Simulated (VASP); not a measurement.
# SiC in VASP: a series of runs

The runs below take SiC through single point, with PBEsol.

Program: VASP 6.6.1. These are calculated values, not measurements. Logs are shortened: lines on timing, memory, paths and dates and some standing lists are left out, and cuts for length are marked.

## Step 1: The cell of the first run

The structure is cubic, space group F-43m (No. 216). The conventional cell has a = 4.357 Å, b = 4.357 Å, c = 4.357 Å, α = 90.00°, β = 90.00°, γ = 90.00°. Within 2.5 Å of Si (site symmetry -43m) lie 4 C at 1.89 Å. C (site symmetry -43m) has 4 Si at 1.89 Å within 2.5 Å.

## Step 2: Single point, PBEsol

Input file INCAR:

```
PREC = Accurate
ENCUT = 520
EDIFF = 1E-7
ISMEAR = 0
SIGMA = 0.01
LREAL = False
LASPH = True
NELM = 100
ALGO = Normal
ISIF = 2
LWAVE = False
LCHARG = False
GGA = PS
NBANDS = 11
```

Input file KPOINTS:

```
regular mesh
0
Gamma
  10 10 10
```

Input file POSCAR:

```
SiC
1.0
    2.1784146558      2.1784146558      0.0000000000
   -2.1784146558      2.1784146558      0.0000000000
    0.0000000000      2.1784146558      2.1784146558
Si C
1 1
Direct
    0.0000000000      0.0000000000      0.0000000000
    0.7500000000      0.2500000000      0.5000000000
```

Potentials or basis: VASP PAW PBE potentials, release 64 (Si, C).

On the command line:

```bash
$ cat potpaw_PBE.64/Si/POTCAR potpaw_PBE.64/C/POTCAR > POTCAR
$ mpirun -np 1 vasp_std > vasp.out
```

OUTCAR:

```text
PREC = Accurate
   ENCUT = 520
   EDIFF = 1E-7
   ISMEAR = 0
   LREAL = False
   LASPH = True
   NELM = 100
   ISIF = 2
   GGA = PS

 ion  position               nearest neighbor table
   1  0.000  0.000  0.000-   2 1.89   2 1.89   2 1.89   2 1.89
   2  0.750  0.250  0.500-   1 1.89   1 1.89   1 1.89   1 1.89

  LATTYP: Found a face centered cubic cell.
 ALAT       =     4.3568293116

  Lattice vectors:

 A1 = (   0.0000000000,   2.1784146558,   2.1784146558)
 A2 = (   2.1784146558,   0.0000000000,   2.1784146558)
 A3 = (   2.1784146558,   2.1784146558,   0.0000000000)

Analysis of symmetry for initial positions (statically):
=====================================================================
 Subroutine PRICEL returns:
 Original cell was already a primitive cell.

 Routine SETGRP: Setting up the symmetry group for a
 face centered cubic supercell.

 Subroutine GETGRP returns: Found 24 space group operations
 (whereof 24 operations were pure point group operations)
 out of a pool of 48 trial point group operations.

The static configuration has the point symmetry T_d .

Analysis of symmetry for dynamics (positions and initial velocities):
=====================================================================
 Subroutine PRICEL returns:
 Original cell was already a primitive cell.

 Routine SETGRP: Setting up the symmetry group for a
 face centered cubic supercell.

 Subroutine GETGRP returns: Found 24 space group operations
 (whereof 24 operations were pure point group operations)
 out of a pool of 48 trial point group operations.

The dynamic configuration has the point symmetry T_d .

 Subroutine INISYM returns: Found 24 space group operations
 (whereof 24 operations are pure point group operations),
 and found     1 'primitive' translations

----------------------------------------------------------------------------------------

                                     Primitive cell

  volume of cell :      20.6753

  direct lattice vectors                    reciprocal lattice vectors
     2.178414656  2.178414656  0.000000000     0.229524714  0.229524714 -0.229524714
    -2.178414656  2.178414656  0.000000000    -0.229524714  0.229524714 -0.229524714
     0.000000000  2.178414656  2.178414656     0.000000000  0.000000000  0.459049427

  length of vectors
     3.080743551  3.080743551  3.080743551     0.397548466  0.397548466  0.459049427

  position of ions in fractional coordinates (direct lattice)
     0.000000000  0.000000000  0.000000000
[... 85 lines left out ...]
   ISYM   =      2    0-nonsym 1-usesym 2-fastsym
   POTIM  = 0.5000    time-step for ionic-motion
   TEBEG  =    0.0;   TEEND  =   0.0 temperature during run
   PSTRESS=    0.0 pullay stress
   NELECT =       8.0000    total number of electrons
   NUPDOWN=      -1.0000    fix difference up-down
   EMIN   =  10.00;   EMAX   =-10.00  energy-range for DOS
   EFERMI =   0.00;   METHOD = LEGACY
   ISMEAR =     0;   SIGMA  =   0.01  broadening in eV -4-tet -1-fermi 0-gaus
   EFERMI_NEDOS =   21; number of points for ismear=-14 and -15
   IALGO  =     38    algorithm
   IMIX   =      4    mixing-type and parameters
     AMIX     =   0.40;   BMIX     =  1.00
     AMIX_MAG =   1.60;   BMIX_MAG =  1.00
  volume/ion in A,a.u.               =      10.34        69.76
  Fermi-wavevector in a.u.,A,eV,Ry     =   1.192946  2.254342 19.362739  1.423121
  Thomas-Fermi vector in A             =   2.328973
   LORBIT       =      0    0 simple, 1 ext, 2 COOP (PROOUT), +10 PAW based schemes
   GGA     = PS    functional components
   LHFCALC =     F    Hartree Fock is set to
   AEXX    =    0.0000 exact exchange contribution
   IVDW    =     0    specifies the selected vdW correction
   LEPSILON=     F    determine dielectric tensor
   LRPA    =     F    only Hartree local field effects (RPA)
 non-spin polarized calculation
 Gauss-broadening in eV      SIGMA  =   0.01
  energy-cutoff  :      520.00
  volume of cell :       20.68
 maximum number of plane-waves:       568
   NGX = 11   NGY = 11   NGZ = 11

 number of electron       8.0000001 magnetization

 Free energy of the ion-electron system (eV)
  ---------------------------------------------------
  ext. energy  EPLUGINS =         0.00000000
  ---------------------------------------------------
  free energy    TOTEN  =       -15.91495102 eV

  energy without entropy =      -15.91495102  energy(sigma->0) =      -15.91495102

 E-fermi :   8.1186     XC(G=0): -11.5083

 val. band max:        8.0656575582   @ k =   0.0000   0.0000   0.0000
 cond. band min:       9.2987175964   @ k =   0.5000   0.5000   0.0000
 fundamental gap:      1.2330600382
 Fermi energy:         8.1185809059

 k-point     1 :       0.0000    0.0000    0.0000
  band No.  band energies     occupation
      1      -7.3649      2.00000
      2       8.0657      2.00000
      3       8.0657      2.00000
      4       8.0657      2.00000
      5      14.2623      0.00000
      6      15.3137      0.00000
      7      15.3137      0.00000
      8      15.3137      0.00000
      9      22.5266      0.00000
     10      22.5266      0.00000
     11      24.3407      0.00000
[... 309 lines left out ...]
 k-point    24 :       0.4000    0.3000    0.0000
  band No.  band energies     occupation
      1      -2.6086      2.00000
      2       0.6811      2.00000
      3       2.7786      2.00000
      4       5.7393      2.00000
      5      11.5765      0.00000
      6      16.6896      0.00000
      7      18.8840      0.00000
      8      19.4324      0.00000
      9      21.2264      0.00000
     10      23.4737      0.00000
     11      29.3693      0.00000

 [... further k-points ...]

------------------------ aborting loop because EDIFF is reached ----------------------------------------

  FORCE on cell =-STRESS in cart. coord.  units (eV):
  Direction    XX          YY          ZZ          XY          YZ          ZX
  --------------------------------------------------------------------------------------
  -------------------------------------------------------------------------------------
  Total        0.0453662      0.0453662      0.0453662      0.0000000      0.0000000      0.0000000
  in kB        3.5155367      3.5155367      3.5155367      0.0000000      0.0000000      0.0000000
  external PRESSURE =       3.5155367 kB  Pullay stress =       0.0000000 kB

 VOLUME and BASIS-vectors are now :
 -----------------------------------------------------------------------------
  energy-cutoff  :      520.00
  volume of cell :       20.68
      direct lattice vectors                 reciprocal lattice vectors
     2.178414656  2.178414656  0.000000000     0.229524714  0.229524714 -0.229524714
    -2.178414656  2.178414656  0.000000000    -0.229524714  0.229524714 -0.229524714
     0.000000000  2.178414656  2.178414656     0.000000000  0.000000000  0.459049427

 POSITION                                       TOTAL-FORCE (eV/Angst)
 -----------------------------------------------------------------------------------
      0.00000      0.00000      0.00000         0.000000     -0.000000      0.000000
      1.08921      3.26762      1.08921        -0.000000      0.000000      0.000000
 -----------------------------------------------------------------------------------
    total drift:                                0.000000      0.000000     -0.000000

  FREE ENERGIE OF THE ION-ELECTRON SYSTEM (eV)
  ---------------------------------------------------
  free  energy   TOTEN  =       -15.9149510159 eV

  energy  without entropy=      -15.9149510159  energy(sigma->0) =      -15.91495102
```

stdout:

```text
POSCAR found type information on POSCAR SiC
 POSCAR found :  2 types and       2 ions
 scaLAPACK will be used
 -----------------------------------------------------------------------------
|                                                                             |
|                                                                             |
|     You enforced a specific xc type in the INCAR file but a different       |
|     I HOPE YOU KNOW WHAT YOU ARE DOING!                                     |
|                                                                             |
 -----------------------------------------------------------------------------

 LDA part: xc-table for (Slater+PW92), standard interpolation
 POSCAR, INCAR and KPOINTS ok, starting setup
 FFT: planning ... GRIDC
 FFT: planning ... GRID_SOFT
 FFT: planning ... GRID
 WAVECAR not read
 entering main loop
```

It took 10 s on 1 thread of Intel Xeon 8259CL, shared host; peak memory 0.14 GiB.

What came out:

- Free energy: -15.9150 eV
- Pressure: 0.4 GPa
- Band gap on the k mesh: 1.23 eV, indirect (least direct gap 4.44 eV)

Caveat: the PAW data sets were made with another functional, which shifts forces and pressure a little. A k mesh can miss the band edges.

## Step 3: Single point, PBEsol (in-plane strain -0.02, then relaxed in part)

Input file INCAR:

```
PREC = Accurate ; ENCUT = 520
EDIFF = 1E-7 ; ISMEAR = 0
SIGMA = 0.01 ; LREAL = False
LASPH = True ; NELM = 80
ALGO = Normal ; ISIF = 2
LWAVE = False ; LCHARG = True
GGA = PS ; LELF = True
LVHAR = True ; NBANDS = 11
```

KPOINTS is that of step 2.

Input file POSCAR:

```
SiC
1.0
    2.1348463627      2.1348463627      0.0000000000
   -2.1348463627      2.1348463627      0.0000000000
    0.0000000000      2.1348463627      2.2083368260
Si C
1 1
Direct
    0.0000000000      0.0000000000      0.0000000000
    0.7500000000      0.2500000000      0.5000000000
```

Potentials or basis: VASP PAW PBE potentials, release 64 (Si, C).

On the command line:

```bash
$ cat potpaw_PBE.64/Si/POTCAR potpaw_PBE.64/C/POTCAR > POTCAR
$ mpirun -np 1 vasp_std > vasp.out
```

It took 23 s on 1 thread of Intel Xeon 8259CL, shared host; peak memory 0.14 GiB.

Results (log left out):

| Item | Value |
| --- | --- |
| Free energy | -15.8904 eV |
| Pressure | 6.5 GPa |
| Band gap on the k mesh | 1.03 eV, indirect (least direct gap 4.44 eV) |

Stress tensor (GPa, compression positive):
```
9.60 0.00 0.00
0.00 9.60 0.00
0.00 0.00 0.38
```

Levels at points of the mesh, in eV from the valence-band top:
| k point | band 2 | band 3 | band 4 | band 5 | band 6 | band 7 |
| --- | --- | --- | --- | --- | --- | --- |
| (0.00, 0.00, 0.00) | -0.24 | 0.00 | 0.00 | 6.42 | 7.33 | 7.33 |
| (0.50, 0.00, 0.00) | -8.84 | -1.36 | -0.93 | 5.40 | 7.05 | 7.44 |
| (0.50, 0.50, 0.00) | -7.86 | -3.49 | -3.44 | 1.03 | 4.02 | 13.57 |
| (0.00, 0.00, 0.50) | -8.29 | -3.09 | -3.09 | 1.34 | 4.61 | 14.29 |

Caveat: the cell differs from its parent crystal (in-plane strain -0.02, then relaxed in part); the PAW data sets were made with another functional, which shifts forces and pressure a little. A k mesh can miss the band edges.

## Step 4: Single point, PBEsol (in-plane strain -0.02)

Input file INCAR:

```
ALGO = Normal
EDIFF = 1E-6
ENCUT = 520
GGA = PS
ISIF = 2
ISMEAR = 0
LASPH = T
LCHARG = T
LELF = T
LREAL = F
LVHAR = T
LWAVE = F
NBANDS = 11
NELM = 60
PREC = Accurate
SIGMA = 0.01
```

Input file KPOINTS:

```
k-points
0
Gamma
  10 10 10
```

Edit POSCAR of step 3 so:

```diff
@@ -4,3 +4,3 @@
    -2.1348463627      2.1348463627      0.0000000000
-    0.0000000000      2.1348463627      2.2083368260
+    0.0000000000      2.1348463627      2.2045556317
 Si C
```

Potentials or basis: VASP PAW PBE potentials, release 64 (Si, C).

On the command line:

```bash
$ cat potpaw_PBE.64/Si/POTCAR potpaw_PBE.64/C/POTCAR > POTCAR
$ mpirun -np 1 vasp_std > vasp.out
```

OUTCAR:

```text
EDIFF = 1E-6
   ENCUT = 520
   GGA = PS
   ISIF = 2
   ISMEAR = 0
   LASPH = T
   LREAL = F
   NELM = 60
   PREC = Accurate

 ion  position               nearest neighbor table
   1  0.000  0.000  0.000-   2 1.87   2 1.87   2 1.87   2 1.87
   2  0.750  0.250  0.500-   1 1.87   1 1.87   1 1.87   1 1.87

  LATTYP: Found a body centered tetragonal cell.
 ALAT       =     3.0191286797
 C/A-ratio  =     1.4603919644

  Lattice vectors:

 A1 = (   2.1348463627,   0.0000000000,  -2.2045556317)
 A2 = (  -2.1348463627,   0.0000000000,  -2.2045556317)
 A3 = (   0.0000000000,   2.1348463627,   2.2045556317)

Analysis of symmetry for initial positions (statically):
=====================================================================
 Subroutine PRICEL returns:
 Original cell was already a primitive cell.

 Routine SETGRP: Setting up the symmetry group for a
 body centered tetragonal supercell.

 Subroutine GETGRP returns: Found  8 space group operations
 (whereof  8 operations were pure point group operations)
 out of a pool of 16 trial point group operations.

The static configuration has the point symmetry D_2d.

[... 170 lines left out ...]
      2       8.2391      2.00000
      3       8.4702      2.00000
      4       8.4702      2.00000
      5      14.9119      0.00000
      6      15.8167      0.00000
      7      15.8167      0.00000
      8      15.8898      0.00000
      9      22.4723      0.00000
     10      23.5266      0.00000
     11      24.9096      0.00000
[... 309 lines left out ...]
 k-point    24 :       0.4000    0.3000    0.0000
  band No.  band energies     occupation
      1      -2.3527      2.00000
      2       0.9532      2.00000
      3       3.0848      2.00000
      4       5.9092      2.00000
      5      11.8174      0.00000
      6      17.0035      0.00000
      7      19.2433      0.00000
      8      20.2617      0.00000
      9      21.8170      0.00000
     10      24.1056      0.00000
     11      30.2706      0.00000

 [... further k-points ...]

------------------------ aborting loop because EDIFF is reached ----------------------------------------

  FORCE on cell =-STRESS in cart. coord.  units (eV):
  Direction    XX          YY          ZZ          XY          YZ          ZX
  --------------------------------------------------------------------------------------
  -------------------------------------------------------------------------------------
  Total        1.2378737      1.2378737      0.1439159      0.0000000      0.0000000      0.0000000
  in kB       98.6966916     98.6966916     11.4745372      0.0000000      0.0000000      0.0000000
  external PRESSURE =      69.6226401 kB  Pullay stress =       0.0000000 kB

 VOLUME and BASIS-vectors are now :
 -----------------------------------------------------------------------------
  energy-cutoff  :      520.00
  volume of cell :       20.09
      direct lattice vectors                 reciprocal lattice vectors
     2.134846363  2.134846363  0.000000000     0.234208891  0.234208891 -0.226803077
    -2.134846363  2.134846363  0.000000000    -0.234208891  0.234208891 -0.226803077
     0.000000000  2.134846363  2.204555632     0.000000000  0.000000000  0.453606153

 POSITION                                       TOTAL-FORCE (eV/Angst)
 -----------------------------------------------------------------------------------
      0.00000      0.00000      0.00000        -0.000000      0.000000      0.000000
      1.06742      3.20227      1.10228         0.000000     -0.000000      0.000000
 -----------------------------------------------------------------------------------
    total drift:                                0.000000      0.000000      0.000000

  FREE ENERGIE OF THE ION-ELECTRON SYSTEM (eV)
  ---------------------------------------------------
  free  energy   TOTEN  =       -15.8902440849 eV

  energy  without entropy=      -15.8902440849  energy(sigma->0) =      -15.89024408
```

stdout:

```text
POSCAR found type information on POSCAR SiC
 POSCAR found :  2 types and       2 ions
 scaLAPACK will be used
 -----------------------------------------------------------------------------
|                                                                             |
|                                                                             |
|     You enforced a specific xc type in the INCAR file but a different       |
|     I HOPE YOU KNOW WHAT YOU ARE DOING!                                     |
|                                                                             |
 -----------------------------------------------------------------------------

 LDA part: xc-table for (Slater+PW92), standard interpolation
 POSCAR, INCAR and KPOINTS ok, starting setup
 FFT: planning ... GRIDC
 FFT: planning ... GRID_SOFT
 FFT: planning ... GRID
 WAVECAR not read
 entering main loop
```

Wall time 18 s (1 thread of Intel Xeon 8259CL, shared host); peak memory 0.15 GiB.

Results:

```
Free energy            : -15.8902 eV
Pressure               : 7.0 GPa
Band gap on the k mesh : 1.03 eV, indirect (least direct gap 4.44 eV)
```

Stress tensor (GPa, compression positive):
```
9.87 0.00 0.00
0.00 9.87 0.00
0.00 0.00 1.15
```

Levels at points of the mesh, in eV from the valence-band top:
```tsv
k point	band 2	band 3	band 4	band 5	band 6	band 7
(0.00, 0.00, 0.00)	-0.23	0.00	0.00	6.44	7.35	7.35
(0.50, 0.00, 0.00)	-8.84	-1.35	-0.94	5.43	7.06	7.43
(0.50, 0.50, 0.00)	-7.87	-3.49	-3.43	1.03	4.04	13.63
(0.00, 0.00, 0.50)	-8.28	-3.11	-3.11	1.33	4.60	14.31
```

Caveat: the cell differs from its parent crystal (in-plane strain -0.02); the PAW data sets were made with another functional, which shifts forces and pressure a little. A k mesh can miss the band edges.

## Step 5: Single point, PBEsol (in-plane strain -0.01, then relaxed in part)

Input file INCAR:

```
SYSTEM = SiC
ALGO     = Normal         ! electronic algorithm
EDIFF    = 1E-6           ! SCF threshold, eV
ENCUT    = 520            ! plane-wave cutoff, eV
GGA      = PS             ! functional
ISIF     = 2              ! what is computed and relaxed
ISMEAR   = 0              ! smearing method
LASPH    = .TRUE.         ! aspherical terms in the spheres
LCHARG   = .TRUE.         ! write CHGCAR
LELF     = .TRUE.         ! ELF
LREAL    = .FALSE.        ! projectors in reciprocal space
LVHAR    = .TRUE.       
LWAVE    = .FALSE.        ! write WAVECAR
NBANDS   = 11             ! bands
NELM     = 60             ! most SCF steps
PREC     = Accurate       ! precision mode
SIGMA    = 0.01           ! smearing width, eV
```

Input file KPOINTS:

```
k-points
0
G
  10 10 10
  0 0 0
```

Input file POSCAR:

```
SiC
1.0
    2.1566305093      2.1566305093      0.0000000000
   -2.1566305093      2.1566305093      0.0000000000
    0.0000000000      2.1566305093      2.1935601677
Si C
1 1
Direct
    0.0000000000      0.0000000000      0.0000000000
    0.7500000000      0.2500000000      0.5000000000
```

On the command line:

```bash
$ cat potpaw_PBE.64/Si/POTCAR potpaw_PBE.64/C/POTCAR > POTCAR
$ mpirun -np 1 vasp_std > vasp.out
```

Run time: 18 s. Hardware: 1 thread of Intel Xeon 8259CL, shared host; peak memory 0.15 GiB.

It converged, with:

* Free energy: -15.9086 eV
* Pressure: 3.3 GPa
* Band gap on the k mesh: 1.13 eV, indirect (least direct gap 4.44 eV)

Stress tensor (GPa, compression positive):
```
4.82 0.00 0.00
0.00 4.82 0.00
0.00 0.00 0.37
```

Levels at points of the mesh, in eV from the valence-band top:
| k point | band 1 | band 2 | band 3 | band 4 | band 5 | band 6 | band 7 | band 8 |
| --- | --- | --- | --- | --- | --- | --- | --- | --- |
| (0.00, 0.00, 0.00) | -15.57 | -0.12 | 0.00 | 0.00 | 6.31 | 7.29 | 7.29 | 7.33 |
| (0.50, 0.00, 0.00) | -11.92 | -8.72 | -1.21 | -0.99 | 5.43 | 7.06 | 7.29 | 9.96 |
| (0.50, 0.50, 0.00) | -10.39 | -7.85 | -3.35 | -3.32 | 1.13 | 4.11 | 13.77 | 14.32 |
| (0.00, 0.00, 0.50) | -10.53 | -8.06 | -3.15 | -3.15 | 1.29 | 4.40 | 14.13 | 14.13 |

Caveat: the cell differs from its parent crystal (in-plane strain -0.01, then relaxed in part); the PAW data sets were made with another functional, which shifts forces and pressure a little.

## Step 6: Overview

| cell | gap on the mesh (eV) | pressure (GPa) |
| --- | --- | --- |
| a = 3.081 Å, angles 60.0, 60.0, 90.0°, 2 atoms | 1.23 | 0.4 |
| a = 3.019, b = 3.019, c = 3.072 Å, angles 60.6, 60.6, 90.0°, 2 atoms | 1.03 | 6.5 |
| a = 3.019, b = 3.019, c = 3.069 Å, angles 60.5, 60.5, 90.0°, 2 atoms | 1.03 | 7.0 |
| a = 3.050, b = 3.050, c = 3.076 Å, angles 60.3, 60.3, 90.0°, 2 atoms | 1.13 | 3.3 |

Alike in all rows: task single point; level PBEsol; potentials or basis VASP PAW PBE potentials, release 64 (Si, C); no spin polarisation; k mesh 10 × 10 × 10; cutoff (eV) 520; smearing gaussian 0.01 eV.

Caveats: the PAW data sets were made with another functional, which shifts forces and pressure a little.

Total energies depend on the potentials used, so only differences within one code and one set of settings carry meaning.
